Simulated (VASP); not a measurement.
MnSe, 2 atoms in the cell. Symmetry: F-43m, No. 216, cubic system. The conventional cell has a = 5.820 Å, b = 5.820 Å, c = 5.820 Å, α = 90.00°, β = 90.00°, γ = 90.00°. Within 3.3 Å of Mn (site symmetry -43m) lie 4 Se at 2.52 Å. Se (site symmetry -43m) has 4 Mn at 2.52 Å within 3.3 Å. 

* Program: VASP 6.6.1
* Task: single point
* Functional: PBEsol
* Potentials or basis: VASP PAW PBE potentials, release 64 (Mn_pv, Se)
* Cutoff: 520 eV
* k mesh: 10 × 10 × 10
* Occupations: gaussian, width 0.05 eV
* Spin: collinear spin, ferromagnetic start
* Starting moments: [0.5, 0.0] μB
* Dipole correction: no
* Further INCAR settings: ALGO = Normal; EDIFF = 1e-07; NBANDS = 20

Potentials or basis: VASP PAW PBE potentials, release 64 (Mn_pv, Se).

The run is started by

```sh
$ cat potpaw_PBE.64/Mn_pv/POTCAR potpaw_PBE.64/Se/POTCAR > POTCAR
$ mpirun -np 1 vasp_std > vasp.out
```

Hardware: 1 thread of Intel(R) Xeon(R) Platinum 8259CL CPU @ 2.50GHz (Skylake/Cascade Lake), with other jobs on the host.

Task: How long does it take, and how much memory?

Result: Wall time 3.4 min on 1 thread of Intel(R) Xeon(R) Platinum 8259CL CPU @ 2.50GHz (Skylake/Cascade Lake) (shared host), peak memory 0.25 GiB. Counts: scf iterations 43, k points 47.
